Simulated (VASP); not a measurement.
Here is a VASP 6.6.1 calculation.

The input INCAR:

```
SYSTEM = Cd
PREC = Accurate ; ENCUT = 520
EDIFF = 1E-6 ; ISMEAR = 0
SIGMA = 0.1 ; LREAL = .FALSE.
LASPH = .TRUE. ; NELM = 60
ALGO = Normal ; ISIF = 2
LWAVE = .FALSE. ; LCHARG = .FALSE.
NBANDS = 12
```

KPOINTS

```
Automatic mesh
0
G
  12 12 12
  0 0 0
```

File POSCAR:

```
Cd
1.0
   -1.7843200000      1.7843200000      1.7843200000
    1.7843200000     -1.7843200000      1.7843200000
    1.7843200000      1.7843200000     -1.7843200000
Cd
1
Direct
    0.0000000000      0.0000000000      0.0000000000
```

Potentials or basis: VASP PAW LDA potentials, release 64 (Cd).

Command:

```bash
$ cat potpaw_LDA.64/Cd/POTCAR > POTCAR
$ mpirun -np 1 vasp_std > vasp.out
```

Question: Estimate the pressure.

Answer: -4.7 GPa.

Question: What does it give for the band gap on the k mesh?

Answer: Zero (band 6 reaches 5.71 eV, above the bottom of band 7 at 1.33 eV).
